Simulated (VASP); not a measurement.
Runs of VASP 6.6.1 on C. The structure is that of space group Fd-3m (No. 227), or close to it. The cells are those of the table. 

| task | potentials or basis | cell | k mesh | cutoff (eV) | smearing | second run | gap on the mesh (eV) | pressure (GPa) | relaxed volume (Å³/atom) |
| --- | --- | --- | --- | --- | --- | --- | --- | --- | --- |
| relaxation of cell and atoms | VASP PAW LDA potentials, release 64 (C) | relaxed from a = 2.497 Å, angles 60.0°, 2 atoms | 12 × 12 × 12 | 600 | gaussian 0.02 eV | - | 4.19 | 0.0 | 5.52 |
| single point | VASP PAW LDA potentials, release 64 (C) | a = 2.497 Å, angles 60.0°, 2 atoms | 12 × 12 × 12 | 520 | gaussian 0.02 eV | - | 4.20 | 1.7 | - |
| relaxation of cell and atoms | VASP PAW LDA potentials, release 64 (C) | relaxed from a = 2.522 Å, angles 60.0°, 2 atoms | 10 × 10 × 10 | 600 | gaussian 0.1 eV | - | 4.20 | -0.1 | 5.52 |
| single point | VASP PAW LDA potentials, release 64 (C_h) | a = 2.522 Å, angles 60.0°, 2 atoms | 8 × 8 × 8 | 910 | gaussian 0.1 eV | hard_potentials | 4.10 | -12.5 | - |
| single point | VASP PAW LDA potentials, release 64 (C_h) | a = 2.497 Å, angles 60.0°, 2 atoms | 12 × 12 × 12 | 910 | gaussian 0.02 eV | hard_potentials | 4.20 | 0.8 | - |
| single point | VASP PAW LDA potentials, release 64 (C) | a = 2.522 Å, angles 60.0°, 2 atoms | 8 × 8 × 8 | 520 | gaussian 0.1 eV | - | 4.10 | -11.7 | - |
| single point | VASP PAW LDA potentials, release 64 (C_h) | a = 2.497 Å, angles 60.0°, 2 atoms | 10 × 10 × 10 | 910 | gaussian 0.1 eV | hard_potentials | (a) | 0.8 | - |
| single point | VASP PAW LDA potentials, release 64 (C) | a = 2.497 Å, angles 60.0°, 2 atoms | 10 × 10 × 10 | 520 | gaussian 0.1 eV | - | 4.20 | 1.7 | - |

Alike in all rows: level LDA; no spin polarisation.

Task: Estimate the missing entries.

Result: (a) 4.21.

Caveats: the cutoff is under 1.25 times the usual one of these potentials, so pressure, stress and relaxed cells hold a basis-set (Pulay) error (some runs).

A k mesh can miss the band edges.
